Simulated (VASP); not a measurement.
# Ta (Im-3m) in VASP: further runs

Ta is run at these levels: PBE, PBE+D3(BJ); tasks: single point.

Program: VASP 6.6.1. These are calculated values, not measurements. Logs are shortened: lines on timing, memory, paths and dates and some standing lists are left out, and cuts for length are marked.

## (1) The cell of the first run

The structure is cubic, space group Im-3m (No. 229). Conventional cell: a = 3.323 Å, b = 3.323 Å, c = 3.323 Å, α = 90.00°, β = 90.00°, γ = 90.00°. Within 3.8 Å of Ta (site symmetry m-3m) lie 14 Ta at 2.88 to 3.32 Å.

## (2) Single point, PBE

INCAR reads:

```
ALGO = Normal ; EDIFF = 1E-6
ENCUT = 500 ; GGA = PE
GGA_COMPAT = False ; ISIF = 2
ISMEAR = 1 ; LASPH = True
LCHARG = False ; LREAL = False
LWAVE = False ; NBANDS = 12
NELM = 120 ; PREC = Accurate
SIGMA = 0.2128
```

KPOINTS reads:

```
k-points
0
Gamma
  7 7 7
```

POSCAR reads:

```
Ta
1.0
   -1.6613355309      1.6613355309      1.6613355309
    1.6613355309     -1.6613355309      1.6613355309
    1.6613355309      1.6613355309     -1.6613355309
Ta
1
Direct
    0.0000000000      0.0000000000      0.0000000000
```

Potentials or basis: VASP PAW PBE potentials, release 64 (Ta_pv).

On the command line:

```
$ cat potpaw_PBE.64/Ta_pv/POTCAR > POTCAR
$ mpirun -np 1 vasp_std > vasp.out
```

OUTCAR:

```text
EDIFF = 1E-6
   ENCUT = 500
   GGA = PE
   ISIF = 2
   ISMEAR = 1
   LASPH = True
   LREAL = False
   NELM = 120
   PREC = Accurate

 ion  position               nearest neighbor table
   1  0.000  0.000  0.000-

  LATTYP: Found a body centered cubic cell.
 ALAT       =     3.3226710618

  Lattice vectors:

 A1 = (  -1.6613355309,   1.6613355309,   1.6613355309)
 A2 = (   1.6613355309,  -1.6613355309,   1.6613355309)
 A3 = (   1.6613355309,   1.6613355309,  -1.6613355309)

Analysis of symmetry for initial positions (statically):
=====================================================================
 Subroutine PRICEL returns:
 Original cell was already a primitive cell.

 Routine SETGRP: Setting up the symmetry group for a
 body centered cubic supercell.

 Subroutine GETGRP returns: Found 48 space group operations
 (whereof 48 operations were pure point group operations)
 out of a pool of 48 trial point group operations.

The static configuration has the point symmetry O_h .

Analysis of symmetry for dynamics (positions and initial velocities):
=====================================================================
 Subroutine PRICEL returns:
 Original cell was already a primitive cell.

 Routine SETGRP: Setting up the symmetry group for a
 body centered cubic supercell.

 Subroutine GETGRP returns: Found 48 space group operations
 (whereof 48 operations were pure point group operations)
 out of a pool of 48 trial point group operations.

The dynamic configuration has the point symmetry O_h .

 Subroutine INISYM returns: Found 48 space group operations
 (whereof 48 operations are pure point group operations),
 and found     1 'primitive' translations

----------------------------------------------------------------------------------------

                                     Primitive cell

  volume of cell :      18.3414

  direct lattice vectors                    reciprocal lattice vectors
    -1.661335531  1.661335531  1.661335531     0.000000000  0.300962684  0.300962684
     1.661335531 -1.661335531  1.661335531     0.300962684  0.000000000  0.300962684
     1.661335531  1.661335531 -1.661335531     0.300962684  0.300962684  0.000000000

  length of vectors
     2.877517548  2.877517548  2.877517548     0.425625509  0.425625509  0.425625509

  position of ions in fractional coordinates (direct lattice)
     0.000000000  0.000000000  0.000000000

  ion indices of the primitive-cell ions
   primitive index   ion index
                 1           1

----------------------------------------------------------------------------------------

 KPOINTS: k-points

Automatic generation of k-mesh.
 Grid dimensions read from file:
 generate k-points for:    7    7    7

 Generating k-lattice:

  Cartesian coordinates                     Fractional coordinates (reciprocal lattice)
     0.000000000  0.042994669  0.042994669     0.142857143  0.000000000  0.000000000
     0.042994669  0.000000000  0.042994669     0.000000000  0.142857143  0.000000000
     0.042994669  0.042994669  0.000000000     0.000000000  0.000000000  0.142857143

  Length of vectors
     0.060803644  0.060803644  0.060803644

  Shift w.r.t. Gamma in fractional coordinates (k-lattice)
     0.000000000  0.000000000  0.000000000

 Subroutine IBZKPT returns following result:
 ===========================================

 Found     20 irreducible k-points:

 Following reciprocal coordinates:
            Coordinates               Weight
  0.000000  0.000000  0.000000      1.000000
  0.142857  0.000000  0.000000     12.000000
  0.285714  0.000000  0.000000     12.000000
  0.428571  0.000000  0.000000     12.000000
  0.142857  0.142857  0.000000     24.000000
  0.285714  0.142857  0.000000     48.000000
[... 12 lines left out ...]
 -0.428571 -0.428571  0.285714      8.000000
 -0.428571  0.428571  0.428571      6.000000
   k-points           NKPTS =     20   k-points in BZ     NKDIM =     20   number of bands    NBANDS=     12
   number of dos      NEDOS =    301   number of ions     NIONS =      1
   total plane-waves  NPLWV =  13824
   dimension x,y,z NGX =    24 NGY =   24 NGZ =   24
   dimension x,y,z NGXF=    48 NGYF=   48 NGZF=   48
   ions per type =               1
   NGX,Y,Z   is equivalent  to a cutoff of  13.87, 13.87, 13.87 a.u.
   NGXF,Y,Z  is equivalent  to a cutoff of  27.73, 27.73, 27.73 a.u.
 SYSTEM =  unknown system
   PREC   = accura    normal or accurate (medium, high low for compatibility)
   ISTART =      0    job   : 0-new  1-cont  2-samecut
   ICHARG =      2    charge: 1-file 2-atom 10-const
   ISPIN  =      1    spin polarized calculation?
   LNONCOLLINEAR =      F non collinear calculations
   LSORBIT =      F    spin-orbit coupling
   LASPH  =      T    aspherical Exc in radial PAW
   ENCUT  =  500.0 eV  36.75 Ry    6.06 a.u.   5.25  5.25  5.25*2*pi/ulx,y,z
   NELM   =    120;   NELMIN=  2; NELMDL= -5     # of ELM steps
   EDIFF  = 0.1E-05   stopping-criterion for ELM
   LREAL  =      F    real-space projection
   EDIFFG = 0.1E-04   stopping-criterion for IOM
   NSW    =      0    number of steps for IOM
   IBRION =     -1    ionic relax: 0-MD 1-quasi-New 2-CG
   NFREE  =      0    steps in history (QN), initial steepest desc. (CG)
   ISIF   =      2    stress and relaxation
   ISYM   =      2    0-nonsym 1-usesym 2-fastsym
   POTIM  = 0.5000    time-step for ionic-motion
   TEBEG  =    0.0;   TEEND  =   0.0 temperature during run
   PSTRESS=    0.0 pullay stress
   NELECT =      11.0000    total number of electrons
   NUPDOWN=      -1.0000    fix difference up-down
   EMIN   =  10.00;   EMAX   =-10.00  energy-range for DOS
   EFERMI =   0.00;   METHOD = LEGACY
   ISMEAR =     1;   SIGMA  =   0.21  broadening in eV -4-tet -1-fermi 0-gaus
   EFERMI_NEDOS =   21; number of points for ismear=-14 and -15
   IALGO  =     38    algorithm
   IMIX   =      4    mixing-type and parameters
     AMIX     =   0.40;   BMIX     =  1.00
     AMIX_MAG =   1.60;   BMIX_MAG =  1.00
  volume/ion in A,a.u.               =      18.34       123.77
  Fermi-wavevector in a.u.,A,eV,Ry     =   1.380580  2.608919 25.932735  1.906002
  Thomas-Fermi vector in A             =   2.505444
   LORBIT       =      0    0 simple, 1 ext, 2 COOP (PROOUT), +10 PAW based schemes
   GGA     = PE    functional components
   LHFCALC =     F    Hartree Fock is set to
   AEXX    =    0.0000 exact exchange contribution
   IVDW    =     0    specifies the selected vdW correction
   LEPSILON=     F    determine dielectric tensor
   LRPA    =     F    only Hartree local field effects (RPA)
 non-spin polarized calculation
 Methfessel and Paxton  Order N= 1 SIGMA  =   0.21
  energy-cutoff  :      500.00
  volume of cell :       18.34
 maximum number of plane-waves:       474
 NGX is ok and might be reduce to    24
   NGX = 11   NGY = 11   NGZ = 11

 number of electron      11.0000000 magnetization

 Free energy of the ion-electron system (eV)
  ---------------------------------------------------
  ext. energy  EPLUGINS =         0.00000000
  ---------------------------------------------------
  free energy    TOTEN  =       -11.83743470 eV

  energy without entropy =      -11.85017725  energy(sigma->0) =      -11.84168222

 E-fermi :   5.1440     XC(G=0): -12.5310

 val. band max:        5.0016428304   @ k =   0.1429   0.1429   0.0000
 cond. band min:       5.1772194178   @ k =   0.2857   0.0000   0.0000
 fundamental gap:      0.1755765874
 Fermi energy:         5.1439812728

 k-point     1 :       0.0000    0.0000    0.0000
  band No.  band energies     occupation
      1     -27.8394      2.00000
      2     -27.8394      2.00000
      3     -27.8394      2.00000
      4      -2.5052      2.00000
      5       6.0559     -0.00000
      6       6.0559     -0.00000
      7       6.0559     -0.00000
      8       9.2674     -0.00000
      9       9.2674     -0.00000
     10      19.9231      0.00000
     11      20.2699      0.00000
     12      20.2699      0.00000

 k-point     2 :       0.1429    0.0000    0.0000
  band No.  band energies     occupation
      1     -28.0615      2.00000
      2     -27.9086      2.00000
      3     -27.8405      2.00000
      4      -1.6529      2.00000
      5       5.5372     -0.02531
      6       5.8104     -0.00009
      7       6.9162     -0.00000
      8       8.6741     -0.00000
      9       9.2906     -0.00000
     10      19.9223      0.00000
     11      20.8729      0.00000
     12      21.7715      0.00000

 k-point     3 :       0.2857    0.0000    0.0000
  band No.  band energies     occupation
      1     -28.5346      2.00000
      2     -28.0611      2.00000
      3     -27.8430      2.00000
      4       0.2049      2.00000
      5       4.5694      2.00090
      6       5.1772      0.73918
      7       8.8266     -0.00000
      8       9.3036     -0.00000
      9       9.5464      0.00000
     10      19.7936      0.00000
     11      19.9117      0.00000
     12      20.9009      0.00000
[... 226 lines left out ...]
 k-point    19 :      -0.4286   -0.4286    0.2857
  band No.  band energies     occupation
      1     -28.6323      2.00000
      2     -28.6323      2.00000
      3     -28.3578      2.00000
      4       2.4531      2.00000
      5       2.4531      2.00000
      6       6.9202     -0.00000
      7      10.4680      0.00000
      8      10.4680      0.00000
      9      15.1885      0.00000
     10      15.8667      0.00000
     11      15.8667      0.00000
     12      19.9225      0.00000

 k-point    20 :      -0.4286    0.4286    0.4286
  band No.  band energies     occupation
      1     -28.6107      2.00000
      2     -28.5713      2.00000
      3     -28.5713      2.00000
      4       1.8786      2.00000
      5       1.9583      2.00000
      6      10.2488      0.00000
      7      10.2488      0.00000
      8      11.5576      0.00000
      9      12.5235      0.00000
     10      16.0731      0.00000
     11      16.0731      0.00000
     12      19.9069      0.00000

------------------------ aborting loop because EDIFF is reached ----------------------------------------

  FORCE on cell =-STRESS in cart. coord.  units (eV):
  Direction    XX          YY          ZZ          XY          YZ          ZX
  --------------------------------------------------------------------------------------
  -------------------------------------------------------------------------------------
  Total       -0.0012163     -0.0012163     -0.0012163      0.0000000     -0.0000000      0.0000000
  in kB       -0.1062455     -0.1062455     -0.1062455      0.0000000     -0.0000000      0.0000000
  external PRESSURE =      -0.1062455 kB  Pullay stress =       0.0000000 kB

 VOLUME and BASIS-vectors are now :
 -----------------------------------------------------------------------------
  energy-cutoff  :      500.00
  volume of cell :       18.34
      direct lattice vectors                 reciprocal lattice vectors
    -1.661335531  1.661335531  1.661335531     0.000000000  0.300962684  0.300962684
     1.661335531 -1.661335531  1.661335531     0.300962684  0.000000000  0.300962684
     1.661335531  1.661335531 -1.661335531     0.300962684  0.300962684  0.000000000

 POSITION                                       TOTAL-FORCE (eV/Angst)
 -----------------------------------------------------------------------------------
      0.00000      0.00000      0.00000        -0.000000      0.000000     -0.000000
 -----------------------------------------------------------------------------------
    total drift:                                0.000000      0.000000      0.000000

  FREE ENERGIE OF THE ION-ELECTRON SYSTEM (eV)
  ---------------------------------------------------
  free  energy   TOTEN  =       -11.8374347039 eV

  energy  without entropy=      -11.8501772523  energy(sigma->0) =      -11.84168222
```

Wall time 2.5 s (1 thread of Intel Xeon 6975P-C (Granite Rapids), shared host); peak memory 0.13 GiB.

Results:

```
Free energy : -11.8374 eV
Pressure    : 0.0 GPa
```

Levels at points of the mesh, in eV from the Fermi level:
```csv
k point,band 3,band 4,band 5,band 6,band 7,band 8
"(0.00, 0.00, 0.00)",-32.98,-7.65,0.91,0.91,0.91,4.12
```

Caveat: the k points lie up to 0.38 Å⁻¹ apart; spin-orbit coupling is left out, which moves the levels of the heavy elements.

## (3) Single point, PBE

INCAR reads:

```
  ALGO = Normal
  EDIFF = 1E-6
  ENCUT = 500
  GGA = PE
  GGA_COMPAT = False
  ISIF = 2
  ISMEAR = 1
  LASPH = True
  LCHARG = False
  LREAL = False
  LWAVE = False
  NBANDS = 12
  NELM = 120
  PREC = Accurate
  SIGMA = 0.2128
```

KPOINTS is that of step 2.

POSCAR reads:

```
Ta
1.0
   -1.6613355826      1.6613355826      1.6613355826
    1.6613355826     -1.6613355826      1.6613355826
    1.6613355826      1.6613355826     -1.6613355826
Ta
1
Direct
    0.0000000000      0.0000000000      0.0000000000
```

Potentials or basis: VASP PAW PBE potentials, release 64 (Ta_pv).

On the command line:

```
$ cat potpaw_PBE.64/Ta_pv/POTCAR > POTCAR
$ mpirun -np 1 vasp_std > vasp.out
```

Wall time 3.7 s (1 thread of Intel Xeon 6975P-C (Granite Rapids), shared host); peak memory 0.13 GiB.

The run converged. Its results:

- Free energy: -11.8374 eV
- Pressure: 0.0 GPa

Levels at points of the mesh, in eV from the Fermi level:
| k point | band 2 | band 3 | band 4 | band 5 | band 6 | band 7 | band 8 | band 9 |
| --- | --- | --- | --- | --- | --- | --- | --- | --- |
| (0.00, 0.00, 0.00) | -32.98 | -32.98 | -7.65 | 0.91 | 0.91 | 0.91 | 4.12 | 4.12 |

Caveat: the k points lie up to 0.38 Å⁻¹ apart; spin-orbit coupling is left out, which moves the levels of the heavy elements.

## (4) Single point, PBE+D3(BJ)

This run uses another cell than the first one, of 17.81 Å³/atom, 0.971 times its volume.

INCAR reads:

```
ALGO = Normal ; EDIFF = 1E-6
ENCUT = 500 ; GGA = PE
GGA_COMPAT = F ; ISIF = 2
ISMEAR = 1 ; IVDW = 12
LASPH = T ; LCHARG = F
LREAL = F ; LWAVE = F
NBANDS = 12 ; NELM = 120
PREC = Accurate ; SIGMA = 0.2128
```

KPOINTS is that of step 3.

POSCAR reads:

```
Ta
1.0
   -1.6450862859      1.6450862859      1.6450862859
    1.6450862859     -1.6450862859      1.6450862859
    1.6450862859      1.6450862859     -1.6450862859
Ta
1
Direct
    0.0000000000      0.0000000000      0.0000000000
```

On the command line:

```
$ cat potpaw_PBE.64/Ta_pv/POTCAR > POTCAR
$ mpirun -np 1 vasp_std > vasp.out
```

Run time: 3.1 s. Hardware: 1 thread of Intel Xeon 6975P-C (Granite Rapids), shared host; peak memory 0.14 GiB.

Results (log left out):

| Quantity | Value |
| --- | --- |
| Free energy | -12.4970 eV |
| Pressure | 0.2 GPa |
| Dispersion energy per atom | -0.670 eV |

Levels at points of the mesh, in eV from the Fermi level:
| k point | band 3 | band 4 | band 5 | band 6 | band 7 | band 8 |
| --- | --- | --- | --- | --- | --- | --- |
| (0.00, 0.00, 0.00) | -32.85 | -7.75 | 0.93 | 0.93 | 0.93 | 4.24 |

Caveat: the k points lie up to 0.39 Å⁻¹ apart; spin-orbit coupling is left out, which moves the levels of the heavy elements; pairwise dispersion overbinds metals, which lowers pressure and volume.
